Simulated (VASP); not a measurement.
# TePb (Pnma) in VASP: electric field gradients with PBEsol+D3(BJ)

Aim: the electric field gradients of TePb with PBEsol+D3(BJ).

Everything below comes from runs of VASP 6.6.1. Logs are shortened: lines on timing, memory, paths and dates and some standing lists are left out, and cuts for length are marked.

## (1) The cell of the first run

It takes space group Pnma (No. 62, orthorhombic). The conventional cell has a = 7.972 Å, b = 4.571 Å, c = 7.915 Å, α = 90.00°, β = 90.00°, γ = 90.00°. Te (site symmetry m) has 6 Pb at 3.30 to 3.31 Å within 4.3 Å. Pb (site symmetry m) has 6 Te at 3.30 to 3.31 Å and 2 Pb at 3.99 Å within 4.3 Å.

## (2) Electric field gradients, PBEsol+D3(BJ)

INCAR reads:

```
PREC = Accurate
ENCUT = 520
EDIFF = 1E-8
ISMEAR = -1
SIGMA = 0.01
LREAL = F
LASPH = T
NELM = 80
ALGO = Normal
ISIF = 2
LWAVE = F
LCHARG = F
GGA = PS
IVDW = 12
LEFG = T
NBANDS = 50
```

KPOINTS reads:

```
Automatic mesh
0
Gamma
  2 4 4
```

POSCAR reads:

```
TePb
1.0
    7.9717400000      0.0000000000      0.0000000000
    0.0000000000      4.5705800000      0.0000000000
    0.0000000000      0.0000000000      7.9149700000
Te Pb
4 4
Direct
    0.2489100000      0.7500000000      0.0833800000
    0.7489100000      0.7500000000      0.4166200000
    0.2510900000      0.2500000000      0.5833800000
    0.7510900000      0.2500000000      0.9166200000
    0.0015300000      0.7500000000      0.7487500000
    0.5015300000      0.7500000000      0.7512500000
    0.4984700000      0.2500000000      0.2487500000
    0.9984700000      0.2500000000      0.2512500000
```

Potentials or basis: VASP PAW PBE potentials, release 64 (Te, Pb_d).

On the command line:

```
> cat potpaw_PBE.64/Te/POTCAR potpaw_PBE.64/Pb_d/POTCAR > POTCAR
> mpirun -np 1 vasp_std > vasp.out
```

OUTCAR:

```text
PREC = Accurate
   ENCUT = 520
   EDIFF = 1E-8
   ISMEAR = -1
   LREAL = F
   LASPH = T
   NELM = 80
   ISIF = 2
   GGA = PS
   IVDW = 12
 IVDW          = 12

 ion  position               nearest neighbor table
   1  0.249  0.750  0.083-   7 3.30   7 3.30   5 3.30   6 3.31   8 3.31   8 3.31
   2  0.749  0.750  0.417-   8 3.30   8 3.30   6 3.30   5 3.31   7 3.31   7 3.31
   3  0.251  0.250  0.583-   5 3.30   5 3.30   7 3.30   8 3.31   6 3.31   6 3.31
   4  0.751  0.250  0.917-   6 3.30   6 3.30   8 3.30   7 3.31   5 3.31   5 3.31
   5  0.002  0.750  0.749-   3 3.30   3 3.30   1 3.30   2 3.31   4 3.31   4 3.31   6 3.99   6 3.99

   6  0.502  0.750  0.751-   4 3.30   4 3.30   2 3.30   1 3.31   3 3.31   3 3.31   5 3.99   5 3.99

   7  0.498  0.250  0.249-   1 3.30   1 3.30   3 3.30   4 3.31   2 3.31   2 3.31   8 3.99   8 3.99

   8  0.998  0.250  0.251-   2 3.30   2 3.30   4 3.30   3 3.31   1 3.31   1 3.31   7 3.99   7 3.99

  LATTYP: Found a simple orthorhombic cell.
 ALAT       =     4.5705800000
 B/A-ratio  =     1.7317211382
 C/A-ratio  =     1.7441418813

  Lattice vectors:

 A1 = (   0.0000000000,   4.5705800000,   0.0000000000)
 A2 = (   0.0000000000,   0.0000000000,   7.9149700000)
 A3 = (   7.9717400000,   0.0000000000,   0.0000000000)

Analysis of symmetry for initial positions (statically):
=====================================================================
 Subroutine PRICEL returns:
 Original cell was already a primitive cell.

 Routine SETGRP: Setting up the symmetry group for a
 simple orthorhombic supercell.

 Subroutine GETGRP returns: Found  8 space group operations
 (whereof  2 operations were pure point group operations)
 out of a pool of  8 trial point group operations.

The static configuration has the point symmetry S_2 .
 The point group associated with its full space group is D_2h.

Analysis of symmetry for dynamics (positions and initial velocities):
=====================================================================
 Subroutine PRICEL returns:
 Original cell was already a primitive cell.

 Routine SETGRP: Setting up the symmetry group for a
 simple orthorhombic supercell.

 Subroutine GETGRP returns: Found  8 space group operations
 (whereof  2 operations were pure point group operations)
 out of a pool of  8 trial point group operations.

The dynamic configuration has the point symmetry S_2 .
 The point group associated with its full space group is D_2h.

 Subroutine INISYM returns: Found  8 space group operations
 (whereof  2 operations are pure point group operations),
 and found     1 'primitive' translations

----------------------------------------------------------------------------------------

                                     Primitive cell

  volume of cell :     288.3857

  direct lattice vectors                    reciprocal lattice vectors
     7.971740000  0.000000000  0.000000000     0.125443128  0.000000000  0.000000000
     0.000000000  4.570580000  0.000000000     0.000000000  0.218790613  0.000000000
     0.000000000  0.000000000  7.914970000     0.000000000  0.000000000  0.126342867

  length of vectors
     7.971740000  4.570580000  7.914970000     0.125443128  0.218790613  0.126342867

  position of ions in fractional coordinates (direct lattice)
     0.248910000  0.750000000  0.083380000
     0.748910000  0.750000000  0.416620000
     0.251090000  0.250000000  0.583380000
     0.751090000  0.250000000  0.916620000
     0.001530000  0.750000000  0.748750000
     0.501530000  0.750000000  0.751250000
     0.498470000  0.250000000  0.248750000
     0.998470000  0.250000000  0.251250000

  ion indices of the primitive-cell ions
   primitive index   ion index
                 1           1
                 2           2
                 3           3
                 4           4
                 5           5
                 6           6
                 7           7
                 8           8

----------------------------------------------------------------------------------------

 KPOINTS: Automatic mesh

Automatic generation of k-mesh.
 Grid dimensions read from file:
 generate k-points for:    2    4    4

 Generating k-lattice:

  Cartesian coordinates                     Fractional coordinates (reciprocal lattice)
     0.062721564  0.000000000  0.000000000     0.500000000  0.000000000  0.000000000
     0.000000000  0.054697653  0.000000000     0.000000000  0.250000000  0.000000000
     0.000000000  0.000000000  0.031585717     0.000000000  0.000000000  0.250000000

  Length of vectors
     0.062721564  0.054697653  0.031585717

  Shift w.r.t. Gamma in fractional coordinates (k-lattice)
     0.000000000  0.000000000  0.000000000

 Subroutine IBZKPT returns following result:
 ===========================================

 Found     18 irreducible k-points:

 Following reciprocal coordinates:
            Coordinates               Weight
  0.000000  0.000000  0.000000      1.000000
  0.500000  0.000000  0.000000      1.000000
  0.000000  0.250000  0.000000      2.000000
  0.500000  0.250000  0.000000      2.000000
  0.000000  0.500000  0.000000      1.000000
  0.500000  0.500000  0.000000      1.000000
[... 10 lines left out ...]
  0.000000  0.500000  0.500000      1.000000
  0.500000  0.500000  0.500000      1.000000
   k-points           NKPTS =     18   k-points in BZ     NKDIM =     18   number of bands    NBANDS=     50
   number of dos      NEDOS =    301   number of ions     NIONS =      8
   total plane-waves  NPLWV = 129600
   dimension x,y,z NGX =    60 NGY =   36 NGZ =   60
   dimension x,y,z NGXF=   120 NGYF=   72 NGZF=  120
   ions per type =               4   4
   NGX,Y,Z   is equivalent  to a cutoff of  12.51, 13.09, 12.60 a.u.
   NGXF,Y,Z  is equivalent  to a cutoff of  25.03, 26.19, 25.20 a.u.
 SYSTEM =  unknown system
   PREC   = accura    normal or accurate (medium, high low for compatibility)
   ISTART =      0    job   : 0-new  1-cont  2-samecut
   ICHARG =      2    charge: 1-file 2-atom 10-const
   ISPIN  =      1    spin polarized calculation?
   LNONCOLLINEAR =      F non collinear calculations
   LSORBIT =      F    spin-orbit coupling
   LASPH  =      T    aspherical Exc in radial PAW
   ENCUT  =  520.0 eV  38.22 Ry    6.18 a.u.  14.82  8.50 14.72*2*pi/ulx,y,z
   NELM   =     80;   NELMIN=  2; NELMDL= -5     # of ELM steps
   EDIFF  = 0.1E-07   stopping-criterion for ELM
   LREAL  =      F    real-space projection
   EDIFFG = 0.1E-06   stopping-criterion for IOM
   NSW    =      0    number of steps for IOM
   IBRION =     -1    ionic relax: 0-MD 1-quasi-New 2-CG
   NFREE  =      0    steps in history (QN), initial steepest desc. (CG)
   ISIF   =      2    stress and relaxation
   ISYM   =      2    0-nonsym 1-usesym 2-fastsym
   POTIM  = 0.5000    time-step for ionic-motion
   TEBEG  =    0.0;   TEEND  =   0.0 temperature during run
   PSTRESS=    0.0 pullay stress
   NELECT =      80.0000    total number of electrons
   NUPDOWN=      -1.0000    fix difference up-down
   EMIN   =  10.00;   EMAX   =-10.00  energy-range for DOS
   EFERMI =   0.00;   METHOD = LEGACY
   ISMEAR =    -1;   SIGMA  =   0.01  broadening in eV -4-tet -1-fermi 0-gaus
   EFERMI_NEDOS =   21; number of points for ismear=-14 and -15
   IALGO  =     38    algorithm
   IMIX   =      4    mixing-type and parameters
     AMIX     =   0.40;   BMIX     =  1.00
     AMIX_MAG =   1.60;   BMIX_MAG =  1.00
  volume/ion in A,a.u.               =      36.05       243.27
  Fermi-wavevector in a.u.,A,eV,Ry     =   1.067694  2.017650 15.510249  1.139971
  Thomas-Fermi vector in A             =   2.203319
   LORBIT       =      0    0 simple, 1 ext, 2 COOP (PROOUT), +10 PAW based schemes
   GGA     = PS    functional components
   LHFCALC =     F    Hartree Fock is set to
   AEXX    =    0.0000 exact exchange contribution
   IVDW    =    12    specifies the selected vdW correction
   LEPSILON=     F    determine dielectric tensor
   LRPA    =     F    only Hartree local field effects (RPA)
 non-spin polarized calculation
  energy-cutoff  :      520.00
  volume of cell :      288.39
 maximum number of plane-waves:      7800
 NGX is ok and might be reduce to    60
   NGX = 29   NGY = 17   NGZ = 29

 number of electron      80.0000017 magnetization

 Free energy of the ion-electron system (eV)
  ---------------------------------------------------
  ext. energy  EPLUGINS =         0.00000000
  ---------------------------------------------------
  free energy    TOTEN  =       -32.50089890 eV

  energy without entropy =      -32.50088618  energy(sigma->0) =      -32.50089254

 E-fermi :   5.1851     XC(G=0):  -9.1585

 val. band max:        5.1101777375   @ k =   0.0000   0.2500   0.0000
 cond. band min:       5.2519767456   @ k =   0.0000   0.0000   0.0000
 fundamental gap:      0.1417990081
 Fermi energy:         5.1851093741

 k-point     1 :       0.0000    0.0000    0.0000
  band No.  band energies     occupation
      1     -11.9618      2.00000
      2     -11.9434      2.00000
      3     -11.9349      2.00000
      4     -11.9284      2.00000
      5     -11.9278      2.00000
      6     -11.9239      2.00000
[... 42 lines left out ...]
     49       8.7673      0.00000
     50       9.2641      0.00000
[... 899 lines left out ...]
     49       7.9392      0.00000
     50       7.9392      0.00000

------------------------ aborting loop because EDIFF is reached ----------------------------------------

 Edisp (eV)   -3.03674

 E8    (eV) :    -2.1442

  FORCE on cell =-STRESS in cart. coord.  units (eV):
  Direction    XX          YY          ZZ          XY          YZ          ZX
  --------------------------------------------------------------------------------------
  -------------------------------------------------------------------------------------
  Total      -7.19126    -6.10844    -6.20275     0.00000     0.00000     0.00000
  in kB     -39.95233   -33.93652   -34.46044     0.00000     0.00000     0.00000
  external pressure =      -36.12 kB  Pullay stress =        0.00 kB

 VOLUME and BASIS-vectors are now :
 -----------------------------------------------------------------------------
  energy-cutoff  :      520.00
  volume of cell :      288.39
      direct lattice vectors                 reciprocal lattice vectors
     7.971740000  0.000000000  0.000000000     0.125443128  0.000000000  0.000000000
     0.000000000  4.570580000  0.000000000     0.000000000  0.218790613  0.000000000
     0.000000000  0.000000000  7.914970000     0.000000000  0.000000000  0.126342867

 POSITION                                       TOTAL-FORCE (eV/Angst)
 -----------------------------------------------------------------------------------
      1.98425      3.42793      0.65995         0.002064      0.000000     -0.014774
      5.97012      3.42793      3.29753         0.002064     -0.000000      0.014774
      2.00162      1.14264      4.61744        -0.002064     -0.000000     -0.014774
      5.98749      1.14264      7.25502        -0.002064      0.000000      0.014774
      0.01220      3.42793      5.92633         0.001781     -0.000000      0.002695
      3.99807      3.42793      5.94612         0.001781      0.000000     -0.002695
      3.97367      1.14264      1.96885        -0.001781      0.000000      0.002695
      7.95954      1.14264      1.98864        -0.001781      0.000000     -0.002695
 -----------------------------------------------------------------------------------
    total drift:                                0.000000      0.000000     -0.000000

  FREE ENERGIE OF THE ION-ELECTRON SYSTEM (eV)
  ---------------------------------------------------
  free  energy   TOTEN  =       -35.5376406986 eV

  energy  without entropy=      -35.5376279783  energy(sigma->0) =      -35.53763434

 Electric field gradients (V/A^2)
---------------------------------------------------------------------
 ion       V_xx      V_yy      V_zz      V_xy      V_xz      V_yz
---------------------------------------------------------------------
   1      65.951   -42.624   -23.328    -0.000     1.082     0.000
   2      65.951   -42.624   -23.328     0.000    -1.082     0.000
   3      65.951   -42.624   -23.328    -0.000    -1.082    -0.000
   4      65.951   -42.624   -23.328     0.000     1.082    -0.000
   5     -30.492    14.943    15.550     0.000    -3.072     0.000
   6     -30.492    14.943    15.550    -0.000     3.072    -0.000
   7     -30.492    14.943    15.550     0.000     3.072     0.000
   8     -30.492    14.943    15.550     0.000    -3.072     0.000
---------------------------------------------------------------------

 Electric field gradients after diagonalization (V/A^2)
 (convention: |V_zz| > |V_xx| > |V_yy|)
----------------------------------------------------------------------
 ion       V_xx      V_yy      V_zz     asymmetry (V_yy - V_xx)/ V_zz
----------------------------------------------------------------------
   1     -42.624   -23.341    65.965       0.292
   2     -42.624   -23.341    65.965       0.292
   3     -42.624   -23.341    65.965       0.292
   4     -42.624   -23.341    65.965       0.292
   5      15.754    14.943   -30.696       0.026
   6      15.754    14.943   -30.696       0.026
   7      15.754    14.943   -30.696       0.026
   8      15.754    14.943   -30.696       0.026
----------------------------------------------------------------------

           NMR quadrupolar parameters

 Cq : quadrupolar parameter    Cq=e*Q*V_zz/h
 eta: asymmetry parameters     (V_yy - V_xx)/ V_zz
 Q  : nuclear electric quadrupole moment in mb (millibarn)
----------------------------------------------------------------------
 ion       Cq(MHz)       eta       Q (mb)
----------------------------------------------------------------------
   1       0.160       0.292       1.000
   2       0.160       0.292       1.000
   3       0.160       0.292       1.000
   4       0.160       0.292       1.000
   5      -0.074       0.026       1.000
   6      -0.074       0.026       1.000
   7      -0.074       0.026       1.000
   8      -0.074       0.026       1.000
----------------------------------------------------------------------
```

Wall time 4.4 min (1 thread of Intel Xeon 6975P-C, shared host); peak memory 0.47 GiB.

What came out:

```
Free energy                : -35.5376 eV
Pressure                   : -3.6 GPa
Largest force              : 0.015 eV/Å
Band gap on the k mesh     : 0.14 eV
Dispersion energy per atom : -0.380 eV
```

Forces on the atoms (eV/Å):
```
Te   0.002  0.000 -0.015
Te   0.002  0.000  0.015
Te  -0.002  0.000 -0.015
Te  -0.002  0.000  0.015
Pb   0.002  0.000  0.003
Pb   0.002  0.000 -0.003
Pb  -0.002  0.000  0.003
Pb  -0.002  0.000 -0.003
```

Electric field gradients, principal values (V/Å²):
| atom | least | middle | greatest (by size) |
| --- | --- | --- | --- |
| 1 Te | -23.341 | -42.624 | 65.965 |
| 2 Te | -23.341 | -42.624 | 65.965 |
| 3 Te | -23.341 | -42.624 | 65.965 |
| 4 Te | -23.341 | -42.624 | 65.965 |
| 5 Pb | 14.943 | 15.754 | -30.696 |
| 6 Pb | 14.943 | 15.754 | -30.696 |
| 7 Pb | 14.943 | 15.754 | -30.696 |
| 8 Pb | 14.943 | 15.754 | -30.696 |

Caveat: without QUAD_EFG the Cq values of the log hold for a quadrupole moment of 1 mb, not for the nuclei; the PAW data sets were made with another functional, which shifts forces and pressure a little; spin-orbit coupling is left out, which moves the levels of the heavy elements. A k mesh can miss the band edges.
